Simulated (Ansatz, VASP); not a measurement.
## One calculation of SiC5, two programs

File INCAR:

```
ALGO = Normal ; EDIFF = 1E-7
EDIFFG = -0.08 ; ENCUT = 600
GGA = PE ; IBRION = 2
ISIF = 3 ; ISMEAR = 0
LASPH = True ; LCHARG = False
LREAL = False ; LWAVE = False
NELM = 80 ; NSW = 36
PREC = Accurate ; SIGMA = 0.2
```

Contents of KPOINTS:

```
k-points
0
Gamma
  4 4 3
```

The input POSCAR:

```
SiC5
1.0
    4.7252105200      0.0000000000      0.0000000000
   -2.3626052600      4.0921523500      0.0000000000
    0.0000000000      0.0000000000      7.0375475800
Si C
2 10
Direct
    0.0000000000      0.0000000000      0.7500000000
    0.0000000000      0.0000000000      0.2500000000
    0.6300000000      0.0000000000      0.7500000000
    0.3333333300      0.6666666700      0.7500000000
    0.6666666700      0.3333333300      0.7500000000
    0.0000000000      0.6300000000      0.7500000000
    0.3700000000      0.3700000000      0.7500000000
    0.6300000000      0.6300000000      0.2500000000
    0.6666666700      0.3333333300      0.2500000000
    0.3333333300      0.6666666700      0.2500000000
    0.0000000000      0.3700000000      0.2500000000
    0.3700000000      0.0000000000      0.2500000000
```

Input for Ansatz:

```yaml
crystal:
  lattice:
    - [4.72521052, 0.0, 0.0]
    - [-2.36260526, 4.09215235, 0.0]
    - [0.0, 0.0, 7.03754758]
  atoms:
    - { symbol: Si, position: [0.0, 0.0, 0.75] }
    - { symbol: Si, position: [0.0, 0.0, 0.25] }
    - { symbol: C, position: [0.63, 0.0, 0.75] }
    - { symbol: C, position: [0.33333333, 0.66666667, 0.75] }
    - { symbol: C, position: [0.66666667, 0.33333333, 0.75] }
    - { symbol: C, position: [0.0, 0.63, 0.75] }
    - { symbol: C, position: [0.37, 0.37, 0.75] }
    - { symbol: C, position: [0.63, 0.63, 0.25] }
    - { symbol: C, position: [0.66666667, 0.33333333, 0.25] }
    - { symbol: C, position: [0.33333333, 0.66666667, 0.25] }
    - { symbol: C, position: [0.0, 0.37, 0.25] }
    - { symbol: C, position: [0.37, 0.0, 0.25] }
basis:
  ecutwfc: 420
kpoints:
  mp_grid: { grid: [4, 4, 3] }
hamiltonian:
  xc: pbe
scf:
  occupations: { method: gaussian, width: 0.2 }
  lower_state_search: "off"
output:
  forces: true
  stress: true
  eigenvalues: true
relax:
  adjacent_minimum: "off"
  f_tol: 0.08
  max_steps: 16
  cell: { stress_tol: 0.8 }
```

Alike in both runs: task relaxation of cell and atoms; functional PBE; k mesh 4 × 4 × 3; occupations gaussian, width 0.2 eV; no spin polarisation.

|  | VASP | Ansatz |
| --- | --- | --- |
| version | VASP 6.6.1 | Ansatz 0.2.0 |
| potentials or method | VASP PAW PBE potentials, release 64 (Si, C), cutoff 600 eV | scalar-relativistic, plane waves, PAW |
| valence electrons in the cell | 48 | 48 |

|  | VASP | Ansatz | Ansatz less VASP |
| --- | --- | --- | --- |
| gap on the k mesh at the Fermi level, each at its own relaxed structure (eV) | none | none | - |
| relaxed volume (Å³/atom) | 11.00 | 11.22 | +0.220 |
| relaxed cell length with the largest relative difference (Å) | 7.044 | 7.181 | +0.1369 |

A gap of «none» marks a metal or a gap that the smearing closes.

The k mesh is coarse, so the values compare programs but aren't converged.
